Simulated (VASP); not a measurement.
A run of VASP 6.6.1:

File POSCAR:

```
Na2PdBr4
1.0
    7.8528698710      0.0000000000      0.0000000000
    0.0000000000      7.8528698710      0.0000000000
    0.0000000000      0.0000000000      4.1958308505
Na Pd Br
2 1 4
Direct
    0.0000000000      0.5000000000      0.0000000000
    0.5000000000      0.0000000000      0.0000000000
    0.0000000000      0.0000000000      0.0000000000
    0.2215902950      0.7784097050     -0.0000120066
    0.7784097050      0.7784097050      1.0000120066
    0.2215902950      0.2215902950      1.0000120066
    0.7784097050      0.2215902950     -0.0000120066
```

The input INCAR.step1:

```
  PREC = Accurate
  ENCUT = 520
  ISMEAR = -1
  SIGMA = 0.03
  LREAL = False
  LASPH = True
  NELM = 60
  NBANDS = 35
  GGA = PE
  ALGO = Normal
  EDIFF = 1E-4
  LWAVE = True
  LCHARG = False
```

The input INCAR.step2:

```
  PREC = Accurate
  ENCUT = 520
  EDIFF = 1E-6
  ISMEAR = -1
  SIGMA = 0.03
  LREAL = False
  LASPH = True
  NELM = 60
  ALGO = Normal
  ISIF = 2
  LWAVE = False
  LCHARG = False
  METAGGA = R2SCAN
  LMIXTAU = True
  LUSE_VDW = True
  IVDW_NL = 2
  BPARAM = 11.95
  CPARAM = 0.0093
  NBANDS = 35
  ISTART = 1
```

File KPOINTS:

```
regular mesh
0
Gamma
  4 4 4
```

Potentials or basis: VASP PAW PBE potentials, release 64 (Na_pv, Pd, Br).

Command:

```console
$ cat potpaw_PBE.64/Na_pv/POTCAR potpaw_PBE.64/Pd/POTCAR potpaw_PBE.64/Br/POTCAR > POTCAR
$ cp INCAR.step1 INCAR
$ mpirun -np 1 vasp_std > vasp.out
$ cp INCAR.step2 INCAR
$ mpirun -np 1 vasp_std > vasp.out
```

Hardware: 1 thread of Intel(R) Xeon(R) 6975P-C (Granite Rapids) (shared host).

Problem. Estimate the wall time of this run.

Solution. Wall time 5.9 min on 1 thread of Intel(R) Xeon(R) 6975P-C (Granite Rapids) (shared host), peak memory 0.86 GiB. Counts: k points 18.
